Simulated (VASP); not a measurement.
Input of a VASP 6.6.1 run:

The input INCAR:

```
SYSTEM = Sb6Se
ALGO = Normal
EDIFF = 1E-6
ENCUT = 520
GGA = PE
ISIF = 2
ISMEAR = -1
LASPH = .True.
LCHARG = .True.
LELF = .True.
LREAL = .False.
LVHAR = .True.
LWAVE = .False.
NBANDS = 27
NELM = 60
PREC = Accurate
SIGMA = 0.05
```

The input KPOINTS:

```
k-points
0
Gamma
  4 4 4
  0 0 0
```

The input POSCAR:

```
Sb6Se
1.0
    7.4633300000      0.0000000000      0.0000000000
    0.0000000000      7.4633300000      0.0000000000
    0.0000000000      0.0000000000      7.4633300000
Sb Se
6 1
Direct
    0.2058780000      0.5002980000      0.5001600000
    0.4957370000      0.2128660000      0.5002180000
    0.7871200000      0.4956190000      0.5030330000
    0.4929870000      0.7867920000      0.5052660000
    0.5020690000      0.4987920000      0.2134760000
    0.4943810000      0.4986190000      0.7888270000
   -0.0036190000      0.0025390000      0.0022350000
```

Potentials or basis: VASP PAW PBE potentials, release 64 (Sb, Se).

Launch:

```bash
$ cat potpaw_PBE.64/Sb/POTCAR potpaw_PBE.64/Se/POTCAR > POTCAR
$ mpirun -np 1 vasp_std > vasp.out
```

Problem. Estimate the largest force.

Solution. 0.186 eV/Å.

Problem. Predict the pressure.

Solution. 0.1 GPa.

Forces on the atoms (eV/Å):
```
Sb  -0.081  0.112  0.039
Sb   0.113 -0.121 -0.085
Sb   0.069 -0.065 -0.052
Sb  -0.058  0.014  0.019
Sb   0.045 -0.018 -0.023
Sb  -0.088  0.064  0.102
Se   0.000  0.013 -0.001
```

Caveat: the cell differs from its parent crystal (atoms moved at random).
